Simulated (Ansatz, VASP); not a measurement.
**One calculation of Sb, two programs**

Contents of POSCAR:

```
Sb
1.0
    3.0336000000      0.0000000000      0.0000000000
    0.0000000000      3.0336000000      0.0000000000
    0.0000000000      0.0000000000      3.0336000000
Sb
1
Direct
    0.0000000000      0.0000000000      0.0000000000
```

Contents of INCAR.step1:

```
ALGO = Normal
EDIFF = 1E-4
ENCUT = 520
GGA = PE
ISMEAR = 0
LASPH = True
LCHARG = False
LREAL = False
LWAVE = True
NBANDS = 8
NELM = 60
PREC = Accurate
SIGMA = 0.15
```

The input INCAR.step2:

```
ALGO = Normal
EDIFF = 1E-6
ENCUT = 520
ISIF = 2
ISMEAR = 0
ISTART = 1
LASPH = True
LCHARG = True
LELF = True
LMIXTAU = True
LREAL = False
LVHAR = True
LWAVE = False
METAGGA = R2SCAN
NBANDS = 8
NELM = 60
PREC = Accurate
SIGMA = 0.15
```

The input KPOINTS:

```
k-points
0
Gamma
  16 16 16
```

Input for Ansatz:

```yaml
crystal:
  lattice:
    - [3.0336, 0.0, 0.0]
    - [0.0, 3.0336, 0.0]
    - [0.0, 0.0, 3.0336]
  atoms:
    - { symbol: Sb, position: [0.0, 0.0, 0.0] }
basis:
  ecutwfc: 500
kpoints:
  mp_grid: { grid: [16, 16, 16] }
hamiltonian:
  xc: r2scan
scf:
  occupations: { method: gaussian, width: 0.15 }
output:
  forces: true
  stress: true
  eigenvalues: true
```

Change from the starting cell: strain -0.040 along x and y, -0.040 along z, atoms carried along.

Alike in both runs: task single point; functional r2SCAN; k mesh 16 × 16 × 16; occupations gaussian, width 0.15 eV; no spin polarisation.

```csv
,VASP,Ansatz
version,VASP 6.6.1,Ansatz 0.2.0
potentials or method,"VASP PAW PBE potentials, release 64 (Sb), cutoff 520 eV","scalar-relativistic, plane waves, PAW"
valence electrons in the cell,5,15
```

VASP gave:

- gap on the k mesh at the Fermi level (eV): none
- pressure (GPa): 3.6

Task: What did Ansatz give for the same quantities?

Result: gap on the k mesh at the Fermi level (eV): none; pressure (GPa): 3.5.

VASP's potentials were made for PBE, not for r2SCAN. A gap of «none» marks a metal or a gap that the smearing closes. VASP's potentials hold 5 valence electrons a cell and Ansatz's 15, so a difference there can come from the potentials and not from the codes.

Spin-orbit coupling is off throughout.
